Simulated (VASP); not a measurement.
A run of VASP 6.6.1 is set up as follows.

INCAR

```
PREC     = Accurate       # precision mode
ENCUT    = 520            # plane-wave cutoff, eV
EDIFF    = 1E-6           # SCF threshold, eV
ISMEAR   = 0              # smearing method
SIGMA    = 0.02           # smearing width, eV
LREAL    = False          # projectors in reciprocal space
LASPH    = True           # aspherical terms in the spheres
NELM     = 80             # most SCF steps
ALGO     = Normal         # electronic algorithm
ISIF     = 2              # what is computed and relaxed
LWAVE    = False          # write WAVECAR
LCHARG   = False          # write CHGCAR
GGA      = PE             # functional
NBANDS   = 41             # bands
```

The input KPOINTS:

```
Automatic mesh
0
Gamma
  4 4 4
```

The input POSCAR:

```
Na3TlCl4
1.0
    0.0000000000      5.8910477126      4.2778964159
    4.2789988340      0.0000000000      4.2778964159
    4.2789988340      5.8910477126      0.0000000000
Na Tl Cl
3 1 4
Direct
    0.1255696358      0.1255696358      0.8744303642
    0.8755424468      0.8755424468      0.6244575532
    0.3755424468      0.3755424468      0.1244575532
    0.6254281020      0.6254281020      0.3745718980
    0.8950587852      0.3574188558      0.6425811442
    0.3574188558      0.8950587852      0.1049412148
    0.6261095958      0.1254159970      0.3738904042
    0.1254159970      0.6261095958      0.8745840030
```

Potentials or basis: VASP PAW PBE potentials, release 64 (Na_pv, Tl_d, Cl).

Command:

```console
$ cat potpaw_PBE.64/Na_pv/POTCAR potpaw_PBE.64/Tl_d/POTCAR potpaw_PBE.64/Cl/POTCAR > POTCAR
$ mpirun -np 1 vasp_std > vasp.out
```

Predict the pressure.

-0.1 GPa.

What does it give for the band gap on the k mesh?

3.19 eV (least direct gap 3.25 eV).

Caveat: spin-orbit coupling is left out, which moves the levels of the heavy elements. A k mesh can miss the band edges.
